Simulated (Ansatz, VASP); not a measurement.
**One calculation of ZrB, two programs**

POSCAR

```
ZrB
1.0
    0.0000000000      2.3250000000      2.3250000000
    2.3250000000      0.0000000000      2.3250000000
    2.3250000000      2.3250000000      0.0000000000
Zr B
1 1
Direct
    0.0000000000      0.0000000000      0.0000000000
    0.5000000000      0.5000000000      0.5000000000
```

The input INCAR.step1:

```
SYSTEM = ZrB
PREC     = Accurate       ! precision mode
ENCUT    = 520            ! plane-wave cutoff, eV
EDIFF    = 1E-5           ! SCF threshold, eV
ISMEAR   = -1             ! smearing method
SIGMA    = 0.05           ! smearing width, eV
LREAL    = .False.        ! projectors in reciprocal space
LASPH    = .True.         ! aspherical terms in the spheres
NELM     = 150            ! most SCF steps
ALGO     = Normal         ! electronic algorithm
ISIF     = 2              ! what is computed and relaxed
LWAVE    = .True.         ! write WAVECAR
LCHARG   = .False.        ! write CHGCAR
MAGMOM   = 0 0 0 0 0 0    ! initial moments
LORBIT   = 11             ! projections on sites
LSORBIT  = .True.         ! spin-orbit coupling
GGA_COMPAT= .False.      
LORBMOM  = .True.       
LMAXMIX  = 4              ! l up to which the mixer works
NBANDS   = 27             ! bands
GGA      = PE             ! functional
```

File INCAR.step2:

```
SYSTEM = ZrB
PREC     = Accurate       ! precision mode
ENCUT    = 520            ! plane-wave cutoff, eV
EDIFF    = 1E-6           ! SCF threshold, eV
ISMEAR   = -1             ! smearing method
SIGMA    = 0.05           ! smearing width, eV
LREAL    = .False.        ! projectors in reciprocal space
LASPH    = .True.         ! aspherical terms in the spheres
NELM     = 150            ! most SCF steps
ALGO     = Normal         ! electronic algorithm
ISIF     = 2              ! what is computed and relaxed
LWAVE    = .False.        ! write WAVECAR
LCHARG   = .False.        ! write CHGCAR
MAGMOM   = 0 0 0 0 0 0    ! initial moments
LORBIT   = 11             ! projections on sites
LSORBIT  = .True.         ! spin-orbit coupling
GGA_COMPAT= .False.      
LORBMOM  = .True.       
LMAXMIX  = 4              ! l up to which the mixer works
GGA      = PE             ! functional
LHFCALC  = .True.         ! exact exchange
AEXX     = 0.25           ! exact-exchange fraction
PRECFOCK = Normal       
NBANDS   = 27             ! bands
ISTART   = 1
```

KPOINTS

```
regular mesh
0
Gamma
  4 4 4
  0 0 0
```

File input:

```
crystal:
  lattice:
    - [0.0, 2.325, 2.325]
    - [2.325, 0.0, 2.325]
    - [2.325, 2.325, 0.0]
  atoms:
    - { symbol: Zr, position: [0.0, 0.0, 0.0] }
    - { symbol: B, position: [0.5, 0.5, 0.5] }
hamiltonian:
  xc: pbe0
  pseudopotentials: { kind: paw_fr }
magnetization:
  noncollinear: true
  spin_orbit: true
kpoints:
  mp_grid: { grid: [4, 4, 4] }
scf:
  occupations: { method: fermi_dirac, width: 0.05 }
output:
  forces: true
  stress: true
  eigenvalues: true
  write_density: true
  write_potential: true
  elf: true
  volumetric_format: npy
```

Alike in both runs: task single point; functional PBE0; k mesh 4 × 4 × 4; occupations fermi-dirac, width 0.05 eV; non-collinear spin, spin-orbit coupling.

```csv
,VASP,Ansatz
version,VASP 6.6.1,Ansatz 0.2.0
potentials or method,"VASP PAW PBE potentials, release 64 (Zr_sv, B)",Ansatz PAW
plane-wave cutoff (eV),520,420
valence electrons in the cell,15,15
```

VASP gave:

| Property | Result |
| --- | --- |
| net moment per atom (μB) | 0.10 |

Q: What did Ansatz give for the same quantities?

A: net moment per atom (μB): 0.00.

The net moments are unlike, so the other rows may belong to different states.

The k mesh is coarse, so the values compare programs but aren't converged.
